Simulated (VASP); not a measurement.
Set up this calculation in VASP 6.6.1, as the native input.

```
Task                   : single point
Functional             : PBEsol
Potentials or basis    : VASP PAW PBE potentials, release 64 (Co)
Cutoff                 : 520 eV
k mesh                 : 14 × 9 × 16
Occupations            : gaussian, width 0.1 eV
Spin                   : collinear spin, ferromagnetic start
Starting moments       : [1.79, 1.79] μB
Dipole correction      : no
Further INCAR settings : ALGO = Normal; EDIFF = 1e-06; NBANDS = 20; ISYM = 0
```

The structure of Co lies in POSCAR:

```
Co
1.0
    2.4558543123      0.0000000000      0.0000000000
    0.0000000000      3.9681248363      0.0000000000
    1.2279271562      0.0000000000      2.1268322225
Co
2
Direct
    0.3333333333      0.7500000000      0.3333333333
    0.6666666667      0.2500000000      0.6666666667
```

The input as run:

INCAR

```
SYSTEM = Co
PREC     = Accurate       ! precision mode
ENCUT    = 520            ! plane-wave cutoff, eV
EDIFF    = 1E-6           ! SCF threshold, eV
ISMEAR   = 0              ! smearing method
SIGMA    = 0.1            ! smearing width, eV
LREAL    = .FALSE.        ! projectors in reciprocal space
LASPH    = .TRUE.         ! aspherical terms in the spheres
NELM     = 150            ! most SCF steps
ALGO     = Normal         ! electronic algorithm
ISIF     = 2              ! what is computed and relaxed
LWAVE    = .FALSE.        ! write WAVECAR
LCHARG   = .FALSE.        ! write CHGCAR
ISPIN    = 2              ! spin polarisation
MAGMOM   = 1.79 1.79      ! initial moments
LORBIT   = 11             ! projections on sites
LMAXMIX  = 4              ! l up to which the mixer works
GGA      = PS             ! functional
ISYM     = 0            
NBANDS   = 20             ! bands
```

KPOINTS

```
regular mesh
0
G
  14 9 16
  0 0 0
```

Potentials or basis: VASP PAW PBE potentials, release 64 (Co).

Launch:

```bash
$ cat potpaw_PBE.64/Co/POTCAR > POTCAR
$ mpirun -np 1 vasp_std > vasp.out
```

It gave:

```json
{
  "Pressure": "-0.9 GPa",
  "Net moment": "3.11 μB per cell",
  "Site moments": "Co +1.56 μB",
  "Valence electrons inside the program's atomic spheres": "Co 8.37"
}
```

Caveat: the PAW data sets were made with another functional, which shifts forces and pressure a little.

It took 13 min on 1 thread of Oxide Virtual Turin-like Processor, on a shared host, peak memory 0.58 GiB.
